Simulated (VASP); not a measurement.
Write the native input for VASP 6.6.1 that does the following.

```
Task                   : single point
Functional             : r2SCAN
Potentials or basis    : VASP PAW PBE potentials, release 64 (B, N)
Cutoff                 : 520 eV
k mesh                 : 12 × 12 × 12
Occupations            : gaussian, width 0.05 eV
Spin                   : no spin polarisation
Dipole correction      : no
Further INCAR settings : ALGO = Normal; EDIFF = 1e-07; NBANDS = 11
```

BN:

```
B N
1.0
     0.00000    1.90528    1.61949
     1.90528    0.00000    1.61949
     1.90528    1.90528    0.00000
B N
1 1
Direct
  0.00000 0.00000 0.00000
  0.75000 0.75000 0.75000
```

This cell differs from its parent crystal: ratio of the length along z to the lengths across it x 0.85, volume and fractional coordinates fixed.

These files were run (other wordings do the same):

POSCAR

```
BN
1.0
    0.0000000000      1.9052826696      1.6194902692
    1.9052826696      0.0000000000      1.6194902692
    1.9052826696      1.9052826696      0.0000000000
B N
1 1
Direct
    0.0000000000      0.0000000000      0.0000000000
    0.7500000000      0.7500000000      0.7500000000
```

INCAR.step1

```
SYSTEM = BN
PREC = Accurate ; ENCUT = 520
ISMEAR = 0 ; SIGMA = 0.05
LREAL = .False. ; LASPH = .True.
NELM = 80 ; NBANDS = 11
GGA = PE ; ALGO = Normal
EDIFF = 1E-4 ; LWAVE = .True.
LCHARG = .False.
```

INCAR.step2

```
SYSTEM = BN
PREC = Accurate ; ENCUT = 520
EDIFF = 1E-7 ; ISMEAR = 0
SIGMA = 0.05 ; LREAL = .False.
LASPH = .True. ; NELM = 80
ALGO = Normal ; ISIF = 2
LWAVE = .False. ; LCHARG = .True.
METAGGA = R2SCAN ; LMIXTAU = .True.
LELF = .True. ; LVHAR = .True.
NBANDS = 11 ; ISTART = 1
```

KPOINTS

```
Automatic mesh
0
Gamma
  12 12 12
  0 0 0
```

Potentials or basis: VASP PAW PBE potentials, release 64 (B, N).

Launch:

```sh
$ cat potpaw_PBE.64/B/POTCAR potpaw_PBE.64/N/POTCAR > POTCAR
$ cp INCAR.step1 INCAR
$ mpirun -np 1 vasp_std > vasp.out
$ cp INCAR.step2 INCAR
$ mpirun -np 1 vasp_std > vasp.out
```

It gave:

```json
{
 "Pressure": "0.5 GPa",
 "Band gap on the k mesh": "2.56 eV, indirect (least direct gap 8.21 eV)"
}
```

Caveat: the PAW data sets were made with another functional, which shifts forces and pressure a little.

It took 52 s on 1 thread of AMD EPYC 9R45 96-Core Processor (Zen 5), on a shared host, peak memory 0.1 GiB.
